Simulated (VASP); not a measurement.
Set up this calculation in VASP 6.6.1, as the native input.

```
Task                               : single point
Functional                         : HSE06
Potentials or basis                : VASP PAW PBE potentials, release 64 (Si, C)
Cutoff                             : 520 eV
k mesh                             : 1 × 1 × 1
Occupations                        : fermi-dirac, width 0.05 eV
Spin                               : no spin polarisation
Dipole correction                  : no
Grid for exact exchange (PRECFOCK) : Fast
Further INCAR settings             : LREAL = Auto; ALGO = Normal; EDIFF = 1e-06; NBANDS = 166
Share of exact exchange            : 0.25
Screening parameter                : 0.2079 1/Å
```

Crystal: Si31C.

```
Si C
1.0
    10.74286    0.00000    0.00000
     0.00000   10.74286    0.00000
     0.00000    0.00000   10.74286
Si C
62 2
Direct
  0.00034 0.00010 0.00034
  0.99975 0.49994 0.00035
  0.00036 0.50001 0.50049
  0.50076 0.00573 0.99453
  0.49999 0.00607 0.50640
  0.49998 0.49373 0.99408
  0.50080 0.49409 0.50615
  0.12836 0.12547 0.12278
  0.10790 0.10715 0.60754
  0.12444 0.62817 0.12857
  0.12842 0.62238 0.62588
  0.62838 0.12442 0.12787
  0.60784 0.14274 0.64314
  0.62443 0.62177 0.12215
  0.62842 0.62751 0.62479
  0.25615 0.24997 0.99405
  0.24973 0.24334 0.50642
  0.25001 0.75054 0.00064
  0.24390 0.75583 0.50038
  0.74387 0.24989 0.99441
  0.74978 0.24384 0.50704
  0.75002 0.74968 0.99978
  0.75615 0.75630 0.50028
  0.37499 0.37542 0.12497
  0.39029 0.35452 0.64277
  0.37266 0.87810 0.12563
  0.37461 0.87489 0.62519
  0.87265 0.37178 0.12510
  0.87465 0.37499 0.62550
  0.87497 0.87453 0.12572
  0.89031 0.89532 0.60797
  0.24384 0.99998 0.25625
  0.24976 0.00604 0.74368
  0.25005 0.50028 0.25093
  0.25612 0.49357 0.75040
  0.75617 0.99997 0.25666
  0.74971 0.00656 0.74422
  0.74999 0.49937 0.25006
  0.74392 0.49406 0.75028
  0.37455 0.12484 0.37526
  0.39029 0.14235 0.85494
  0.37274 0.62521 0.37852
  0.37494 0.62458 0.87577
  0.89035 0.10759 0.39576
  0.87456 0.12506 0.87535
  0.87496 0.62532 0.37489
  0.87269 0.62472 0.87219
  0.00081 0.24419 0.25617
  0.00007 0.24384 0.74428
  0.99997 0.75624 0.25663
  0.00081 0.75576 0.74457
  0.50036 0.24981 0.25030
  0.49981 0.75002 0.25040
  0.50035 0.74989 0.75019
  0.12823 0.37414 0.37847
  0.12489 0.37228 0.87275
  0.10638 0.89312 0.39354
  0.12824 0.87810 0.87447
  0.62824 0.37178 0.37623
  0.60640 0.35682 0.85718
  0.62492 0.87767 0.37801
  0.62819 0.87580 0.87221
  0.99928 0.00053 0.50096
  0.49928 0.24937 0.74978
```

These files were run (other wordings do the same):

POSCAR

```
Si31C
1.0
   10.7428580000      0.0000000000      0.0000000000
    0.0000000000     10.7428580000      0.0000000000
    0.0000000000      0.0000000000     10.7428580000
Si C
62 2
Direct
    0.0003390000      0.0000970000      0.0003440000
    0.9997550000      0.4999350000      0.0003520000
    0.0003610000      0.5000100000      0.5004890000
    0.5007560000      0.0057310000      0.9945260000
    0.4999880000      0.0060750000      0.5063990000
    0.4999830000      0.4937310000      0.9940800000
    0.5008040000      0.4940940000      0.5061540000
    0.1283590000      0.1254710000      0.1227790000
    0.1078990000      0.1071540000      0.6075360000
    0.1244410000      0.6281730000      0.1285710000
    0.1284240000      0.6223760000      0.6258810000
    0.6283850000      0.1244220000      0.1278730000
    0.6078350000      0.1427390000      0.6431350000
    0.6244330000      0.6217700000      0.1221470000
    0.6284180000      0.6275070000      0.6247910000
    0.2561530000      0.2499720000      0.9940540000
    0.2497330000      0.2433360000      0.5064210000
    0.2500070000      0.7505390000      0.0006350000
    0.2439020000      0.7558290000      0.5003800000
    0.7438750000      0.2498920000      0.9944090000
    0.7497770000      0.2438360000      0.5070350000
    0.7500200000      0.7496830000      0.9997760000
    0.7561500000      0.7562950000      0.5002780000
    0.3749880000      0.3754190000      0.1249740000
    0.3902920000      0.3545210000      0.6427670000
    0.3726590000      0.8780980000      0.1256280000
    0.3746130000      0.8748910000      0.6251860000
    0.8726500000      0.3717810000      0.1251000000
    0.8746460000      0.3749850000      0.6255020000
    0.8749730000      0.8745350000      0.1257170000
    0.8903090000      0.8953170000      0.6079740000
    0.2438370000      0.9999840000      0.2562450000
    0.2497650000      0.0060370000      0.7436800000
    0.2500510000      0.5002760000      0.2509280000
    0.2561250000      0.4935750000      0.7504040000
    0.7561710000      0.9999700000      0.2566640000
    0.7497100000      0.0065570000      0.7442190000
    0.7499920000      0.4993730000      0.2500560000
    0.7439190000      0.4940590000      0.7502840000
    0.3745540000      0.1248400000      0.3752570000
    0.3902930000      0.1423480000      0.8549390000
    0.3727400000      0.6252050000      0.3785190000
    0.3749420000      0.6245830000      0.8757720000
    0.8903480000      0.1075950000      0.3957570000
    0.8745610000      0.1250620000      0.8753490000
    0.8749620000      0.6253180000      0.3748950000
    0.8726920000      0.6247220000      0.8721930000
    0.0008060000      0.2441940000      0.2561690000
    0.0000720000      0.2438410000      0.7442770000
    0.9999690000      0.7562370000      0.2566280000
    0.0008150000      0.7557590000      0.7445670000
    0.5003630000      0.2498110000      0.2502980000
    0.4998120000      0.7500180000      0.2503990000
    0.5003550000      0.7498860000      0.7501860000
    0.1282340000      0.3741380000      0.3784730000
    0.1248880000      0.3722820000      0.8727470000
    0.1063800000      0.8931200000      0.3935440000
    0.1282390000      0.8781020000      0.8744700000
    0.6282430000      0.3717840000      0.3762260000
    0.6064010000      0.3568240000      0.8571850000
    0.6249230000      0.8776750000      0.3780070000
    0.6281910000      0.8758000000      0.8722140000
    0.9992840000      0.0005290000      0.5009590000
    0.4992840000      0.2493690000      0.7497800000
```

INCAR.step1

```
SYSTEM = Si31C
ALGO = Normal ; EDIFF = 1E-5
ENCUT = 520 ; GGA = PE
ISIF = 2 ; ISMEAR = -1
LASPH = .TRUE. ; LREAL = Auto
LWAVE = .TRUE. ; NBANDS = 166
NCORE = 4 ; NELM = 80
PREC = Accurate ; SIGMA = 0.05
```

INCAR.step2

```
SYSTEM = Si31C
ALGO = Normal ; EDIFF = 1E-6
ENCUT = 520 ; GGA = PE
HFSCREEN = 0.2079 ; ISIF = 2
ISMEAR = -1 ; ISTART = 1
LASPH = .TRUE. ; LCHARG = .TRUE.
LELF = .TRUE. ; LHFCALC = .TRUE.
LREAL = Auto ; LVHAR = .TRUE.
LWAVE = .FALSE. ; NBANDS = 166
NCORE = 4 ; NELM = 80
PREC = Accurate ; PRECFOCK = Fast
SIGMA = 0.05
```

KPOINTS

```
k-points
0
G
  1 1 1
  0 0 0
```

Potentials or basis: VASP PAW PBE potentials, release 64 (Si, C).

Run with:

```console
$ cat potpaw_PBE.64/Si/POTCAR potpaw_PBE.64/C/POTCAR > POTCAR
$ cp INCAR.step1 INCAR
$ mpirun -np 4 vasp_gam > vasp.out
$ cp INCAR.step2 INCAR
$ mpirun -np 4 vasp_gam > vasp.out
```

It gave:

```
Pressure               : 0.3 GPa
Largest force          : 0.080 eV/Å
Band gap on the k mesh : 1.20 eV
```

Caveat: the k points lie up to 0.58 Å⁻¹ apart; the PAW data sets were made with another functional, which shifts forces and pressure a little.

Wall time 7.2 min on 4 MPI ranks on Intel(R) Xeon(R) Platinum 8259CL CPU @ 2.50GHz (Skylake/Cascade Lake), with other jobs on the host, peak memory 0.48 GiB a rank.
